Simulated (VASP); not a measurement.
Hf, 2 atoms in the cell. Symmetry: P6_3/mmc, No. 194, hexagonal system. The conventional cell has a = 3.175 Å, b = 3.175 Å, c = 5.024 Å, α = 90.00°, β = 90.00°, γ = 120.00°. Hf (site symmetry -6m2) has 12 Hf at 3.11 to 3.18 Å within 4.1 Å. 

- Program: VASP 6.6.1
- Task: single point
- Functional: LDA
- Potentials or basis: VASP PAW LDA potentials, release 64 (Hf_pv)
- Cutoff: 520 eV
- k mesh: 10 × 10 × 5
- Occupations: fermi-dirac, width 0.05 eV
- Spin: no spin polarisation
- Dipole correction: no
- Further INCAR settings: ALGO = Fast; EDIFF = 1e-07; NBANDS = 17

Potentials or basis: VASP PAW LDA potentials, release 64 (Hf_pv).

Command:

```sh
$ cat potpaw_LDA.64/Hf_pv/POTCAR > POTCAR
$ mpirun -np 1 vasp_std > vasp.out
```

Hardware: 1 thread of AMD EPYC 7R43 64-Core Processor (Zen 3), on a shared host.

Problem. Estimate the wall time of this run.

Solution. Run time: 40 s on 1 thread of AMD EPYC 7R43 64-Core Processor (Zen 3), on a shared host, peak memory 0.12 GiB. Counts: scf iterations 16, k points 42.
